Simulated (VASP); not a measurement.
A run of VASP 6.6.1:

INCAR

```
SYSTEM = Ga5N2
PREC     = Accurate       ! precision mode
ENCUT    = 910            ! plane-wave cutoff, eV
EDIFF    = 1E-6           ! SCF threshold, eV
ISMEAR   = 0              ! smearing method
SIGMA    = 0.1            ! smearing width, eV
LREAL    = .FALSE.        ! projectors in reciprocal space
LASPH    = .TRUE.         ! aspherical terms in the spheres
NELM     = 120            ! most SCF steps
ALGO     = Normal         ! electronic algorithm
ISIF     = 2              ! what is computed and relaxed
LWAVE    = .FALSE.        ! write WAVECAR
LCHARG   = .TRUE.         ! write CHGCAR
GGA      = PE             ! functional
LELF     = .TRUE.         ! ELF
LVHAR    = .TRUE.       
NBANDS   = 46             ! bands
GGA_COMPAT= .FALSE.
```

The input KPOINTS:

```
regular mesh
0
G
  6 6 4
  0 0 0
```

The input POSCAR:

```
Ga5N2
1.0
    5.7104004136      0.0000000036      0.0000000000
   -2.8552002099      4.9453518222      0.0000000000
    0.0000000000      0.0000000000      4.6739934192
Ga N
5 2
Direct
    0.5000000000      0.0000000000      0.0000000000
    0.0000000000      0.5000000000      0.0000000000
    0.5000000000      0.5000000000      0.0000000000
    0.3333333333      0.6666666667      0.5000000000
    0.6666666667      0.3333333333      0.5000000000
    0.0000000000      0.0000000000      0.6195298688
    0.0000000000      0.0000000000      0.3804701312
```

Potentials or basis: VASP PAW PBE potentials, release 64 (Ga_d, N_h).

The run is started by

```sh
$ cat potpaw_PBE.64/Ga_d/POTCAR potpaw_PBE.64/N_h/POTCAR > POTCAR
$ mpirun -np 1 vasp_std > vasp.out
```

Hardware: 1 thread of Intel(R) Xeon(R) 6975P-C (Granite Rapids), on a shared host.

Problem. Estimate the wall time of this run.

Solution. Run time: 2.5 min on 1 thread of Intel(R) Xeon(R) 6975P-C (Granite Rapids) (shared host), peak memory 0.51 GiB. Counts: scf iterations 14, k points 21.
